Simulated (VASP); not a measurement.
A run of VASP 6.6.1 is set up as follows.

INCAR

```
ALGO = Normal ; EDIFF = 1E-6
ENCUT = 520 ; GGA = PE
ISIF = 2 ; ISMEAR = 0
LASPH = True ; LCHARG = False
LREAL = False ; LWAVE = False
NBANDS = 26 ; NELM = 60
PREC = Accurate ; SIGMA = 0.1
```

KPOINTS

```
k-points
0
Gamma
  6 4 4
```

POSCAR

```
Hf3F
1.0
    3.0182695900      0.0000000000      0.0000000000
    0.0000000000      4.2197800700      0.0000000000
    0.0000000000      0.0000000000      5.9148614000
Hf F
3 1
Direct
    0.0000000000      0.0000000000      0.5000000000
    0.5000000000      0.5000000000      0.7539245500
    0.5000000000      0.5000000000      0.2460754500
    0.0000000000      0.0000000000      0.0000000000
```

Potentials or basis: VASP PAW PBE potentials, release 64 (Hf_pv, F).

Launch:

```console
$ cat potpaw_PBE.64/Hf_pv/POTCAR potpaw_PBE.64/F/POTCAR > POTCAR
$ mpirun -np 1 vasp_std > vasp.out
```

(1) Estimate the largest force.

(2) Estimate the pressure.

Answers

(1) 0.385 eV/Å.

(2) 5.6 GPa.

Caveat: the k points lie up to 0.37 Å⁻¹ apart; an odd number of electrons without spin polarisation forces a metal; a magnetic or distorted state may lie lower.
